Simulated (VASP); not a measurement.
SiNi:

```
Ni Si
1.0
     3.00049    0.00000    0.00000
     0.00000    3.34466    0.00000
     0.00000    0.00000    4.76918
Ni Si
2 2
Direct
  0.50000 0.50000 0.34250
  0.00000 0.00000 0.65750
  0.50000 0.50000 0.84314
  0.00000 0.00000 0.15686
```

Base run:

* Program: VASP 6.6.1
* Functional: BLYP
* Potentials or basis: VASP PAW PBE potentials, release 64 (Ni, Si)
* Cutoff: 520 eV
* k mesh: 9 × 8 × 6
* Occupations: fermi-dirac, width 0.05 eV
* Spin: collinear spin, ferromagnetic start
* Starting moments: [1.0, 1.0, 0.0, 0.0] μB

Its results: band gap on the k mesh zero (filled and empty bands overlap); pressure 4.9 GPa; net moment 0.00 μB per cell; largest force 0.254 eV/Å.

Q: The run is repeated on the same cell with these changes: functional from BLYP to PBE; further incar settings from ALGO = Normal; EDIFF = 1e-06; NBANDS = 26 to ALGO = Normal; EDIFF = 1e-07; NBANDS = 26. What comes out?

A: Band gap on the k mesh zero (filled and empty bands overlap); pressure -4.1 GPa; net moment 0.00 μB per cell; largest force 0.097 eV/Å.

Caveats: the PAW data sets were made with another functional, which shifts forces and pressure a little (some runs).
